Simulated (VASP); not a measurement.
P:

```
CELL_PARAMETERS angstrom
0.00000 1.94727 1.94727
1.94727 0.00000 1.94727
1.94727 1.94727 0.00000
ATOMIC_POSITIONS crystal
P 0.00000 0.00000 0.00000
```

Base run:

| Property | Result |
| --- | --- |
| Program | VASP 6.6.1 |
| Functional | RPBE |
| Potentials or basis | VASP PAW PBE potentials, release 64 (P) |
| Cutoff | 520 eV |
| k mesh | 23 × 23 × 23 |
| Occupations | fermi-dirac, width 0.1 eV |
| Spin | no spin polarisation |

Its results: pressure -0.6 GPa.

The run is repeated on the same cell with these changes: k mesh from 23 × 23 × 23 to 16 × 16 × 16. What comes out?

Pressure -0.2 GPa.

Caveats: the PAW data sets were made with another functional, which shifts forces and pressure a little.
